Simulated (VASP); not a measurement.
# ZrO2 (Cubic zirconia) (Fm-3m) in VASP: further runs, part 3 of 3

VASP 6.6.1. The steps go on from the part before.

## Step 4: Single point, LDA

This run uses another cell than the first one, of 10.64 Å³/atom, 1.043 times its volume.

INCAR

```
SYSTEM = ZrO2
PREC = Accurate
ENCUT = 600
EDIFF = 1E-6
ISMEAR = 1
SIGMA = 0.1
LREAL = .FALSE.
LASPH = .TRUE.
NELM = 120
ALGO = Normal
ISIF = 2
LWAVE = .FALSE.
LCHARG = .FALSE.
NBANDS = 19
GGA_COMPAT = .FALSE.
```

KPOINTS

```
regular mesh
0
G
  6 6 6
  0 0 0
```

POSCAR

```
ZrO2
1.0
    0.0000000000      2.5179860645      2.5179860645
    2.5179860645      0.0000000000      2.5179860645
    2.5179860645      2.5179860645      0.0000000000
Zr O
1 2
Direct
    0.0000000000      0.0000000000      0.0000000000
    0.2500000000      0.2500000000      0.2500000000
    0.7500000000      0.7500000000      0.7500000000
```

Potentials or basis: VASP PAW LDA potentials, release 64 (Zr_sv, O).

Launch:

```sh
$ cat potpaw_LDA.64/Zr_sv/POTCAR potpaw_LDA.64/O/POTCAR > POTCAR
$ mpirun -np 1 vasp_std > vasp.out
```

OUTCAR:

```text
SYSTEM = ZrO2
   PREC = Accurate
   ENCUT = 600
   EDIFF = 1E-6
   ISMEAR = 1
   LREAL = .FALSE.
   LASPH = .TRUE.
   NELM = 120
   ISIF = 2

 ion  position               nearest neighbor table
   1  0.000  0.000  0.000-   3 2.18   2 2.18   3 2.18   2 2.18   3 2.18   3 2.18   2 2.18   2 2.18

   2  0.250  0.250  0.250-   1 2.18   1 2.18   1 2.18   1 2.18
   3  0.750  0.750  0.750-   1 2.18   1 2.18   1 2.18   1 2.18

  LATTYP: Found a face centered cubic cell.
 ALAT       =     5.0359721290

  Lattice vectors:

 A1 = (   0.0000000000,   2.5179860645,   2.5179860645)
 A2 = (   2.5179860645,   0.0000000000,   2.5179860645)
 A3 = (   2.5179860645,   2.5179860645,   0.0000000000)

Analysis of symmetry for initial positions (statically):
=====================================================================
 Subroutine PRICEL returns:
 Original cell was already a primitive cell.

 Routine SETGRP: Setting up the symmetry group for a
 face centered cubic supercell.

 Subroutine GETGRP returns: Found 48 space group operations
 (whereof 48 operations were pure point group operations)
 out of a pool of 48 trial point group operations.

The static configuration has the point symmetry O_h .

Analysis of symmetry for dynamics (positions and initial velocities):
=====================================================================
 Subroutine PRICEL returns:
 Original cell was already a primitive cell.

 Routine SETGRP: Setting up the symmetry group for a
 face centered cubic supercell.

 Subroutine GETGRP returns: Found 48 space group operations
 (whereof 48 operations were pure point group operations)
 out of a pool of 48 trial point group operations.

The dynamic configuration has the point symmetry O_h .

 Subroutine INISYM returns: Found 48 space group operations
 (whereof 48 operations are pure point group operations),
 and found     1 'primitive' translations

----------------------------------------------------------------------------------------

                                     Primitive cell

  volume of cell :      31.9293

  direct lattice vectors                    reciprocal lattice vectors
     0.000000000  2.517986065  2.517986065    -0.198571393  0.198571393  0.198571393
     2.517986065  0.000000000  2.517986065     0.198571393 -0.198571393  0.198571393
     2.517986065  2.517986065  0.000000000     0.198571393  0.198571393 -0.198571393

  length of vectors
     3.560970042  3.560970042  3.560970042     0.343935741  0.343935741  0.343935741

  position of ions in fractional coordinates (direct lattice)
     0.000000000  0.000000000  0.000000000
     0.250000000  0.250000000  0.250000000
     0.750000000  0.750000000  0.750000000

  ion indices of the primitive-cell ions
   primitive index   ion index
                 1           1
                 2           2
                 3           3

----------------------------------------------------------------------------------------

 KPOINTS: regular mesh

Automatic generation of k-mesh.
 Grid dimensions read from file:
 generate k-points for:    6    6    6

 Generating k-lattice:

  Cartesian coordinates                     Fractional coordinates (reciprocal lattice)
    -0.033095232  0.033095232  0.033095232     0.166666667  0.000000000  0.000000000
     0.033095232 -0.033095232  0.033095232     0.000000000  0.166666667  0.000000000
     0.033095232  0.033095232 -0.033095232     0.000000000  0.000000000  0.166666667

  Length of vectors
     0.057322624  0.057322624  0.057322624

  Shift w.r.t. Gamma in fractional coordinates (k-lattice)
     0.000000000  0.000000000  0.000000000

 Subroutine IBZKPT returns following result:
 ===========================================

 Found     16 irreducible k-points:

 Following reciprocal coordinates:
            Coordinates               Weight
  0.000000  0.000000  0.000000      1.000000
  0.166667  0.000000  0.000000      8.000000
  0.333333  0.000000  0.000000      8.000000
  0.500000  0.000000  0.000000      4.000000
  0.166667  0.166667  0.000000      6.000000
  0.333333  0.166667  0.000000     24.000000
[... 8 lines left out ...]
 -0.333333  0.333333  0.166667     24.000000
 -0.333333  0.500000  0.166667     12.000000
   k-points           NKPTS =     16   k-points in BZ     NKDIM =     16   number of bands    NBANDS=     19
   number of dos      NEDOS =    301   number of ions     NIONS =      3
   total plane-waves  NPLWV =  21952
   dimension x,y,z NGX =    28 NGY =   28 NGZ =   28
   dimension x,y,z NGXF=    56 NGYF=   56 NGZF=   56
   ions per type =               1   2
   NGX,Y,Z   is equivalent  to a cutoff of  13.07, 13.07, 13.07 a.u.
   NGXF,Y,Z  is equivalent  to a cutoff of  26.14, 26.14, 26.14 a.u.
 SYSTEM =  ZrO2
   PREC   = accura    normal or accurate (medium, high low for compatibility)
   ISTART =      0    job   : 0-new  1-cont  2-samecut
   ICHARG =      2    charge: 1-file 2-atom 10-const
   ISPIN  =      1    spin polarized calculation?
   LNONCOLLINEAR =      F non collinear calculations
   LSORBIT =      F    spin-orbit coupling
   LASPH  =      T    aspherical Exc in radial PAW
   ENCUT  =  600.0 eV  44.10 Ry    6.64 a.u.   7.11  7.11  7.11*2*pi/ulx,y,z
   NELM   =    120;   NELMIN=  2; NELMDL= -5     # of ELM steps
   EDIFF  = 0.1E-05   stopping-criterion for ELM
   LREAL  =      F    real-space projection
   EDIFFG = 0.1E-04   stopping-criterion for IOM
   NSW    =      0    number of steps for IOM
   IBRION =     -1    ionic relax: 0-MD 1-quasi-New 2-CG
   NFREE  =      0    steps in history (QN), initial steepest desc. (CG)
   ISIF   =      2    stress and relaxation
   ISYM   =      2    0-nonsym 1-usesym 2-fastsym
   POTIM  = 0.5000    time-step for ionic-motion
   TEBEG  =    0.0;   TEEND  =   0.0 temperature during run
   PSTRESS=    0.0 pullay stress
   NELECT =      24.0000    total number of electrons
   NUPDOWN=      -1.0000    fix difference up-down
   EMIN   =  10.00;   EMAX   =-10.00  energy-range for DOS
   EFERMI =   0.00;   METHOD = LEGACY
   ISMEAR =     1;   SIGMA  =   0.10  broadening in eV -4-tet -1-fermi 0-gaus
   EFERMI_NEDOS =   21; number of points for ismear=-14 and -15
   IALGO  =     38    algorithm
   IMIX   =      4    mixing-type and parameters
     AMIX     =   0.40;   BMIX     =  1.00
     AMIX_MAG =   1.60;   BMIX_MAG =  1.00
  volume/ion in A,a.u.               =      10.64        71.82
  Fermi-wavevector in a.u.,A,eV,Ry     =   1.488499  2.812856 30.145472  2.215630
  Thomas-Fermi vector in A             =   2.601526
   LORBIT       =      0    0 simple, 1 ext, 2 COOP (PROOUT), +10 PAW based schemes
   GGA     = CA    functional components
   LHFCALC =     F    Hartree Fock is set to
   AEXX    =    0.0000 exact exchange contribution
   IVDW    =     0    specifies the selected vdW correction
   LEPSILON=     F    determine dielectric tensor
   LRPA    =     F    only Hartree local field effects (RPA)
 non-spin polarized calculation
 Methfessel and Paxton  Order N= 1 SIGMA  =   0.10
  energy-cutoff  :      600.00
  volume of cell :       31.93
 maximum number of plane-waves:      1090
   NGX = 15   NGY = 15   NGZ = 15

 number of electron      23.9999994 magnetization

 Free energy of the ion-electron system (eV)
  ---------------------------------------------------
  ext. energy  EPLUGINS =         0.00000000
  ---------------------------------------------------
  free energy    TOTEN  =       -31.37254345 eV

  energy without entropy =      -31.37266403  energy(sigma->0) =      -31.37258365

 E-fermi :   7.3913     XC(G=0): -12.4452

 val. band max:        7.3105734740   @ k =   0.5000   0.5000   0.0000
 cond. band min:      10.6260894949   @ k =   0.0000   0.0000   0.0000
 fundamental gap:      3.3155160210
 Fermi energy:         7.3912699350

 k-point     1 :       0.0000    0.0000    0.0000
  band No.  band energies     occupation
      1     -40.2785      2.00000
      2     -18.2691      2.00000
      3     -18.2691      2.00000
      4     -18.2691      2.00000
      5     -10.7695      2.00000
      6      -7.9786      2.00000
[... 11 lines left out ...]
     18      17.0950      0.00000
     19      21.6394      0.00000
[... 309 lines left out ...]
 k-point    16 :      -0.3333    0.5000    0.1667
  band No.  band energies     occupation
      1     -40.2011      2.00000
      2     -18.9847      2.00000
      3     -18.6557      2.00000
      4     -18.4816      2.00000
      5      -9.0807      2.00000
      6      -8.6016      2.00000
[... 11 lines left out ...]
     18      19.8992      0.00000
     19      22.3329      0.00000

------------------------ aborting loop because EDIFF is reached ----------------------------------------

  FORCE on cell =-STRESS in cart. coord.  units (eV):
  Direction    XX          YY          ZZ          XY          YZ          ZX
  --------------------------------------------------------------------------------------
  -------------------------------------------------------------------------------------
  Total       -0.1949175     -0.1949175     -0.1949175      0.0000000      0.0000000     -0.0000000
  in kB       -9.7807325     -9.7807325     -9.7807325      0.0000000      0.0000000     -0.0000000
  external PRESSURE =      -9.7807325 kB  Pullay stress =       0.0000000 kB

 VOLUME and BASIS-vectors are now :
 -----------------------------------------------------------------------------
  energy-cutoff  :      600.00
  volume of cell :       31.93
      direct lattice vectors                 reciprocal lattice vectors
     0.000000000  2.517986065  2.517986065    -0.198571393  0.198571393  0.198571393
     2.517986065  0.000000000  2.517986065     0.198571393 -0.198571393  0.198571393
     2.517986065  2.517986065  0.000000000     0.198571393  0.198571393 -0.198571393

 POSITION                                       TOTAL-FORCE (eV/Angst)
 -----------------------------------------------------------------------------------
      0.00000      0.00000      0.00000         0.000000     -0.000000      0.000000
      1.25899      1.25899      1.25899        -0.000000     -0.000000     -0.000000
      3.77698      3.77698      3.77698         0.000000      0.000000      0.000000
 -----------------------------------------------------------------------------------
    total drift:                                0.000000      0.000000      0.000000

  FREE ENERGIE OF THE ION-ELECTRON SYSTEM (eV)
  ---------------------------------------------------
  free  energy   TOTEN  =       -31.3725434521 eV

  energy  without entropy=      -31.3726640344  energy(sigma->0) =      -31.37258365
```

stdout:

```text
POSCAR found type information on POSCAR ZrO
 POSCAR found :  2 types and       3 ions
 scaLAPACK will be used
 LDA part: xc-table for (Slater(with rela. corr.)+CA(PZ))
 , standard interpolation
 POSCAR, INCAR and KPOINTS ok, starting setup
 FFT: planning ... GRIDC
 FFT: planning ... GRID_SOFT
 FFT: planning ... GRID
 WAVECAR not read
 entering main loop
```

Wall time 5.8 s (1 thread of Intel Xeon 6975P-C (Granite Rapids), shared host); peak memory 0.14 GiB.

What came out:

```
Free energy            : -31.3725 eV
Pressure               : -1.0 GPa
Band gap on the k mesh : 3.32 eV, indirect (least direct gap 3.77 eV)
```

## Step 5: Single point, LDA

This run uses another cell than the first one, of 10.86 Å³/atom, 1.064 times its volume.

INCAR

```
PREC     = Accurate       # precision mode
ENCUT    = 600            # plane-wave cutoff, eV
EDIFF    = 1E-6           # SCF threshold, eV
ISMEAR   = 1              # smearing method
SIGMA    = 0.1            # smearing width, eV
LREAL    = False          # projectors in reciprocal space
LASPH    = True           # aspherical terms in the spheres
NELM     = 120            # most SCF steps
ALGO     = Normal         # electronic algorithm
ISIF     = 2              # what is computed and relaxed
LWAVE    = False          # write WAVECAR
LCHARG   = False          # write CHGCAR
GGA      = CA             # functional
NBANDS   = 19             # bands
GGA_COMPAT= False
```

KPOINTS

```
Automatic mesh
0
Gamma
  6 6 6
```

POSCAR

```
ZrO2
1.0
    0.0000000000      2.5350000000      2.5350000000
    2.5350000000      0.0000000000      2.5350000000
    2.5350000000      2.5350000000      0.0000000000
Zr O
1 2
Direct
    0.0000000000      0.0000000000      0.0000000000
    0.2500000000      0.2500000000      0.2500000000
    0.7500000000      0.7500000000      0.7500000000
```

Launch:

```sh
$ cat potpaw_LDA.64/Zr_sv/POTCAR potpaw_LDA.64/O/POTCAR > POTCAR
$ mpirun -np 1 vasp_std > vasp.out
```

Wall time 6.8 s (1 thread of Intel Xeon 6975P-C (Granite Rapids), shared host); peak memory 0.15 GiB.

Results (log left out):

- Free energy: -31.3599 eV
- Pressure: -6.1 GPa
- Band gap on the k mesh: 3.26 eV, indirect (least direct gap 3.70 eV)

Levels at points of the mesh, in eV from the valence-band top:
| k point | band 9 | band 10 | band 11 | band 12 | band 13 | band 14 | band 15 | band 16 |
| --- | --- | --- | --- | --- | --- | --- | --- | --- |
| (0.00, 0.00, 0.00) | -5.36 | -0.55 | -0.55 | -0.55 | 3.26 | 3.26 | 6.48 | 9.54 |
| (0.50, 0.00, 0.00) | -2.59 | -2.51 | -1.67 | -1.67 | 3.94 | 3.94 | 6.23 | 8.59 |
| (0.50, 0.50, 0.00) | -3.20 | -1.54 | -1.54 | 0.00 | 3.70 | 4.72 | 5.97 | 7.38 |

A k mesh can miss the band edges.

## Step 6: Single point, LDA

This run uses another cell than the first one, of 11.08 Å³/atom, 1.085 times its volume.

INCAR

```
PREC = Accurate ; ENCUT = 600
EDIFF = 1E-6 ; ISMEAR = 1
SIGMA = 0.1 ; LREAL = F
LASPH = T ; NELM = 120
ALGO = Normal ; ISIF = 2
LWAVE = F ; LCHARG = F
NBANDS = 19 ; GGA_COMPAT = F
```

KPOINTS is that of step 5.

POSCAR

```
ZrO2
1.0
    0.0000000000      2.5517885687      2.5517885687
    2.5517885687      0.0000000000      2.5517885687
    2.5517885687      2.5517885687      0.0000000000
Zr O
1 2
Direct
    0.0000000000      0.0000000000      0.0000000000
    0.2500000000      0.2500000000      0.2500000000
    0.7500000000      0.7500000000      0.7500000000
```

Potentials or basis: VASP PAW LDA potentials, release 64 (Zr_sv, O).

Launch:

```sh
$ cat potpaw_LDA.64/Zr_sv/POTCAR potpaw_LDA.64/O/POTCAR > POTCAR
$ mpirun -np 1 vasp_std > vasp.out
```

It took 6.3 s on 1 thread of Intel Xeon 6975P-C (Granite Rapids), shared host; peak memory 0.15 GiB.

It converged, with:

```yaml
Free_energy: -31.3275 eV
Pressure: -10.8 GPa
Band_gap_on_the_k_mesh: 3.21 eV, indirect (least direct gap 3.63 eV)
```

Levels at points of the mesh, in eV from the valence-band top:
| k point | band 10 | band 11 | band 12 | band 13 | band 14 | band 15 |
| --- | --- | --- | --- | --- | --- | --- |
| (0.00, 0.00, 0.00) | -0.54 | -0.54 | -0.54 | 3.21 | 3.21 | 6.33 |
| (0.50, 0.00, 0.00) | -2.49 | -1.65 | -1.65 | 3.86 | 3.86 | 6.05 |
| (0.50, 0.50, 0.00) | -1.51 | -1.51 | 0.00 | 3.63 | 4.61 | 5.79 |

A k mesh can miss the band edges. Expect the measured gap to be larger: semilocal functionals such as LDA lack the derivative discontinuity.

## Step 7: The runs side by side

| cell | gap on the mesh (eV) | pressure (GPa) |
| --- | --- | --- |
| a = 3.512 Å, angles 60.0°, 3 atoms | 3.42 | 11.2 |
| a = 3.537 Å, angles 60.0°, 3 atoms | 3.37 | 4.8 |
| a = 3.561 Å, angles 60.0°, 3 atoms | 3.32 | -1.0 |
| a = 3.585 Å, angles 60.0°, 3 atoms | 3.26 | -6.1 |
| a = 3.609 Å, angles 60.0°, 3 atoms | 3.21 | -10.8 |

Alike in all rows: task single point; level LDA; potentials or basis VASP PAW LDA potentials, release 64 (Zr_sv, O); no spin polarisation; k mesh 6 × 6 × 6; cutoff (eV) 600; smearing methfessel-paxton 0.1 eV.

Absolute energies hang on the potentials; compare differences alone.
